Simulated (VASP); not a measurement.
Here is a VASP 6.6.1 calculation.

File INCAR:

```
PREC = Accurate
ENCUT = 520
EDIFF = 1E-6
ISMEAR = 0
SIGMA = 0.15
LREAL = F
LASPH = T
NELM = 100
ALGO = Normal
ISIF = 2
LWAVE = F
LCHARG = F
NBANDS = 14
```

KPOINTS

```
Automatic mesh
0
Gamma
  21 21 12
```

File POSCAR:

```
Re
1.0
    2.8068164242      0.0000000000      0.0000000000
   -1.4034082121      2.3589287805      0.0000000000
    0.0000000000      0.0000000000      4.4735766300
Re
2
Direct
    0.3333333333      0.6666666667      0.2500000000
    0.6666666667      0.3333333333      0.7500000000
```

Potentials or basis: VASP PAW LDA potentials, release 64 (Re).

The run is started by

```sh
$ cat potpaw_LDA.64/Re/POTCAR > POTCAR
$ mpirun -np 1 vasp_std > vasp.out
```

**Question.** What does it give for the pressure?

**Answer.** -11.0 GPa.

**Question.** Predict the band gap on the k mesh.

**Answer.** Zero (band 7 reaches 9.52 eV, above the bottom of band 8 at 6.29 eV).

**Question.** Estimate the largest force.

**Answer.** 0.084 eV/Å.

Stress tensor (GPa, compression positive):
```
-15.57   0.00   0.00
  0.00  -5.09   0.00
  0.00   0.00 -12.40
```

Caveat: the cell differs from its parent crystal (strain +0.0150 x Voigt [1, -1, 0, 0, 0, 0]); spin-orbit coupling is left out, which moves the levels of the heavy elements.
